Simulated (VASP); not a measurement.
# Na (P6_3/mmc) in VASP: further runs, part 2 of 2

VASP 6.6.1.

## (4) Relaxation of cell and atoms, PBEsol, target pressure 10 GPa, at which the enthalpy is minimised

File INCAR:

```
PREC = Accurate
ENCUT = 600
EDIFF = 1E-6
ISMEAR = 1
SIGMA = 0.05
LREAL = False
LASPH = True
NELM = 60
ALGO = Normal
ISIF = 3
LWAVE = False
LCHARG = False
GGA = PS
IBRION = 2
NSW = 80
EDIFFG = -0.02
PSTRESS = 100.0
```

File KPOINTS:

```
regular mesh
0
Gamma
  6 6 4
```

File POSCAR:

```
Na
1.0
    3.8100000000      0.0000000000      0.0000000000
   -1.9050000000      3.2995567884      0.0000000000
    0.0000000000      0.0000000000      6.2217300000
Na
2
Direct
    0.3333333333      0.6666666667      0.2500000000
    0.6666666667      0.3333333333      0.7500000000
```

Potentials or basis: VASP PAW PBE potentials, release 64 (Na_pv).

Launch:

```console
cat potpaw_PBE.64/Na_pv/POTCAR > POTCAR
mpirun -np 1 vasp_std > vasp.out
```

OUTCAR:

```text
PREC = Accurate
   ENCUT = 600
   EDIFF = 1E-6
   ISMEAR = 1
   LREAL = False
   LASPH = True
   NELM = 60
   ISIF = 3
   GGA = PS
   IBRION = 2
   NSW = 80
   EDIFFG = -0.02
   PSTRESS = 100.0

 ion  position               nearest neighbor table
   1  0.333  0.667  0.250-
   2  0.667  0.333  0.750-

  LATTYP: Found a hexagonal cell.
 ALAT       =     3.8100000000
 C/A-ratio  =     1.6330000000

  Lattice vectors:

 A1 = (   3.8100000000,   0.0000000000,   0.0000000000)
 A2 = (  -1.9050000000,   3.2995567884,   0.0000000000)
 A3 = (   0.0000000000,   0.0000000000,   6.2217300000)

Analysis of symmetry for initial positions (statically):
=====================================================================
 Subroutine PRICEL returns:
 Original cell was already a primitive cell.

 Routine SETGRP: Setting up the symmetry group for a
 hexagonal supercell.

 Subroutine GETGRP returns: Found 24 space group operations
 (whereof 12 operations were pure point group operations)
 out of a pool of 24 trial point group operations.

The static configuration has the point symmetry D_3d.
 The point group associated with its full space group is D_6h.

Analysis of symmetry for dynamics (positions and initial velocities):
=====================================================================
 Subroutine PRICEL returns:
 Original cell was already a primitive cell.

 Routine SETGRP: Setting up the symmetry group for a
 hexagonal supercell.

 Subroutine GETGRP returns: Found 24 space group operations
 (whereof 12 operations were pure point group operations)
 out of a pool of 24 trial point group operations.

The dynamic configuration has the point symmetry D_3d.
 The point group associated with its full space group is D_6h.

 Subroutine INISYM returns: Found 24 space group operations
 (whereof 12 operations are pure point group operations),
 and found     1 'primitive' translations

----------------------------------------------------------------------------------------

[... 94 lines left out ...]
   ISIF   =      3    stress and relaxation
   ISYM   =      2    0-nonsym 1-usesym 2-fastsym
   POTIM  = 0.5000    time-step for ionic-motion
   TEBEG  =    0.0;   TEEND  =   0.0 temperature during run
   PSTRESS=  100.0 pullay stress
   NELECT =      14.0000    total number of electrons
   NUPDOWN=      -1.0000    fix difference up-down
   EMIN   =  10.00;   EMAX   =-10.00  energy-range for DOS
   EFERMI =   0.00;   METHOD = LEGACY
   ISMEAR =     1;   SIGMA  =   0.05  broadening in eV -4-tet -1-fermi 0-gaus
   EFERMI_NEDOS =   21; number of points for ismear=-14 and -15
   IALGO  =     38    algorithm
   IMIX   =      4    mixing-type and parameters
     AMIX     =   0.40;   BMIX     =  1.00
     AMIX_MAG =   1.60;   BMIX_MAG =  1.00
  volume/ion in A,a.u.               =      39.11       263.91
  Fermi-wavevector in a.u.,A,eV,Ry     =   0.922614  1.743489 11.581517  0.851217
  Thomas-Fermi vector in A             =   2.048161
   LORBIT       =      0    0 simple, 1 ext, 2 COOP (PROOUT), +10 PAW based schemes
   GGA     = PS    functional components
   LHFCALC =     F    Hartree Fock is set to
   AEXX    =    0.0000 exact exchange contribution
   IVDW    =     0    specifies the selected vdW correction
   LEPSILON=     F    determine dielectric tensor
   LRPA    =     F    only Hartree local field effects (RPA)
 conjugate gradient relaxation of ions
 non-spin polarized calculation
 Methfessel and Paxton  Order N= 1 SIGMA  =   0.05
  energy-cutoff  :      600.00
  volume of cell :       78.22
 maximum number of plane-waves:      2635
   NGX = 15   NGY = 15   NGZ = 25

--------------------------------------- Ionic step        1  -------------------------------------------

 number of electron      13.9999980 magnetization

 Free energy of the ion-electron system (eV)
  ---------------------------------------------------
  ext. energy  EPLUGINS =         0.00000000
  ---------------------------------------------------
  free energy    TOTEN  =        -2.79630017 eV

  energy without entropy =       -2.79625345  energy(sigma->0) =       -2.79628460

 E-fermi :  -0.0315     XC(G=0):  -6.3615

 val. band max:       -0.0662316841   @ k =   0.3333   0.1667   0.2500
 cond. band min:       0.3303818981   @ k =   0.1667   0.1667   0.2500
 fundamental gap:      0.3966135821
 Fermi energy:        -0.0314509663

 k-point     1 :       0.0000    0.0000    0.0000
  band No.  band energies     occupation
      1     -24.6969      2.00000
      2     -24.6710      2.00000
      3     -24.6710      2.00000
      4     -24.6677      2.00000
      5     -24.6669      2.00000
      6     -24.6669      2.00000
      7      -3.0091      2.00000
      8       0.6993     -0.00000
      9       1.0736      0.00000
     10       9.8401      0.00000
     11       9.8424      0.00000
[... 581 lines left out ...]
--------------------------------------- Ionic step        9  -------------------------------------------

 number of electron      14.0000010 magnetization

 Free energy of the ion-electron system (eV)
  ---------------------------------------------------
  ext. energy  EPLUGINS =         0.00000000
  ---------------------------------------------------
  free energy    TOTEN  =        -2.21317658 eV

  energy without entropy =       -2.21312986  energy(sigma->0) =       -2.21316100

 E-fermi :   1.9859     XC(G=0):  -8.0767

 val. band max:        1.9511545268   @ k =   0.3333   0.1667   0.2500
 cond. band min:       2.4430783883   @ k =   0.5000   0.0000   0.0000
 fundamental gap:      0.4919238615
 Fermi energy:         1.9859352446

 k-point     1 :       0.0000    0.0000    0.0000
  band No.  band energies     occupation
      1     -22.5226      2.00000
      2     -22.3375      2.00000
      3     -22.3375      2.00000
      4     -22.3081      2.00000
      5     -22.3081      2.00000
      6     -22.3063      2.00000
      7      -2.2678      2.00000
      8       3.1922      0.00000
      9       4.0646      0.00000
     10      15.1666      0.00000
     11      15.1666      0.00000
[... 311 lines left out ...]
  energy  without entropy=       -2.2131298587  energy(sigma->0) =       -2.21316100

  enthalpy is  TOTEN    =         0.5317842452 eV   P V=        2.7449608215

 reached required accuracy - stopping structural energy minimisation
```

Wall time 59 s (1 thread of Intel Xeon Platinum 8488C (Sapphire Rapids), shared host); peak memory 0.2 GiB.

Results:

| Property | Result |
| --- | --- |
| Free energy | -2.2132 eV |
| Relaxed volume | 21.99 Å³/atom |
| Relaxed cell | a = 3.179 Å, b = 3.179 Å, c = 5.025 Å, α = 90.00°, β = 90.00°, γ = 120.00° |
| Space group after relaxing (to 0.1 Å) | P6_3/mmc (No. 194) |
| Energy change on relaxing (the run minimises the enthalpy) | +291.6 meV/atom |
| Ionic steps | 9 |
| Pressure after relaxing | 10.0 GPa |
| Band gap on the k mesh | zero (bands 7 and 8 overlap by 5.69 eV) |

Step by step:
| step | energy change (eV) | largest force (eV/Å) | pressure (GPa) | volume (Å³) |
| --- | --- | --- | --- | --- |
| 1 | 0.0000 | 0.0000 | -0.48 | 78.22 |
| 2 | 0.2066 | 0.0000 | 4.52 | 52.68 |
| 3 | 0.4815 | 0.0000 | 8.52 | 45.77 |
| 4 | 0.5993 | 0.0000 | 10.23 | 43.75 |
| 5 | 0.5643 | 0.0000 | 9.65 | 44.31 |
| 6 | 0.5635 | 0.0000 | 9.73 | 44.31 |
| 7 | 0.5637 | 0.0000 | 9.73 | 44.29 |
| 8 | 0.5635 | 0.0000 | 9.75 | 44.30 |
| 9 | 0.5831 | 0.0000 | 10.05 | 43.98 |

Final structure:
```cif
data_structure
_symmetry_space_group_name_H-M 'P 1'
_symmetry_Int_Tables_number 1
_cell_length_a 3.1789
_cell_length_b 3.1789
_cell_length_c 5.0253
_cell_angle_alpha 90.000
_cell_angle_beta 90.000
_cell_angle_gamma 120.000
_cell_volume 43.98
loop_
_atom_site_label
_atom_site_type_symbol
_atom_site_fract_x
_atom_site_fract_y
_atom_site_fract_z
_atom_site_occupancy
Na1 Na 0.33333 0.66667 0.25000 1
Na2 Na 0.66667 0.33333 0.75000 1
```

Caveat: the cell is relaxed towards a set pressure, so the run minimises the enthalpy, not the energy; the volume moved by over 15 % at a fixed basis, so the end points are rough; the PAW data sets were made with another functional, which shifts forces and pressure a little.

## (5) Summary

```csv
cell,gap on the mesh (eV),pressure (GPa)
relaxed,none,0.0
relaxed to 5 GPa,none,5.0
relaxed to 10 GPa,none,10.0
```

Alike in all rows: task relaxation of cell and atoms; level PBEsol; potentials or basis VASP PAW PBE potentials, release 64 (Na_pv); no spin polarisation; k mesh 6 × 6 × 4; cutoff (eV) 600; smearing methfessel-paxton 0.05 eV.

Caveats: the PAW data sets were made with another functional, which shifts forces and pressure a little; the cell is relaxed towards a set pressure, so the run minimises the enthalpy, not the energy (at least some runs); the volume moved by over 15 % at a fixed basis, so the end points are rough (at least some runs).

Total energies depend on the potentials used, so only differences within one code and one set of settings carry meaning.
